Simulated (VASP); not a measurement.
Write the native input for VASP 6.6.1 that does the following.

| Item | Value |
| --- | --- |
| Task | single point |
| Functional | LDA |
| Potentials or basis | VASP PAW LDA potentials, release 64 (Al, O) |
| Cutoff | 520 eV |
| k mesh | 12 × 12 × 4 |
| Occupations | gaussian, width 0.05 eV |
| Spin | no spin polarisation |
| Dipole correction | no |
| Further INCAR settings | ALGO = Normal; EDIFF = 1e-06; NBANDS = 20 |

The structure of Al2O3 lies in POSCAR:

```
Al2O3
1.0
    2.8967832423      0.0000000000      0.0000000000
   -1.4483916211      2.5086878770      0.0000000000
    0.0000000000      0.0000000000      7.5746360022
Al O
2 3
Direct
    0.0000000000      0.0000000000      0.2779510000
    0.0000000000      0.0000000000      0.7220490000
    0.3333333333      0.6666666667      0.1994540000
    0.6666666667      0.3333333333      0.8005460000
    0.0000000000      0.0000000000      0.5000000000
```

This cell differs from its parent crystal: strain -0.040 along x and y, +0.000 along z.

These files were run (other wordings do the same):

INCAR

```
SYSTEM = Al2O3
ALGO = Normal
EDIFF = 1E-6
ENCUT = 520
ISIF = 2
ISMEAR = 0
LASPH = .True.
LCHARG = .True.
LELF = .True.
LREAL = .False.
LVHAR = .True.
LWAVE = .False.
NBANDS = 20
NELM = 60
PREC = Accurate
SIGMA = 0.05
```

KPOINTS

```
k-points
0
Gamma
  12 12 4
  0 0 0
```

Potentials or basis: VASP PAW LDA potentials, release 64 (Al, O).

Command:

```sh
$ cat potpaw_LDA.64/Al/POTCAR potpaw_LDA.64/O/POTCAR > POTCAR
$ mpirun -np 1 vasp_std > vasp.out
```

It gave:

* Pressure: 6.0 GPa
* Largest force: 0.949 eV/Å
* Band gap on the k mesh: 2.33 eV

Caveat: the cell differs from its parent crystal (strain -0.040 along x and y, +0.000 along z); the cell stands under pressure.

Wall time 71 s on 1 thread of Intel Xeon 8259CL, with other jobs on the host, peak memory 0.19 GiB.
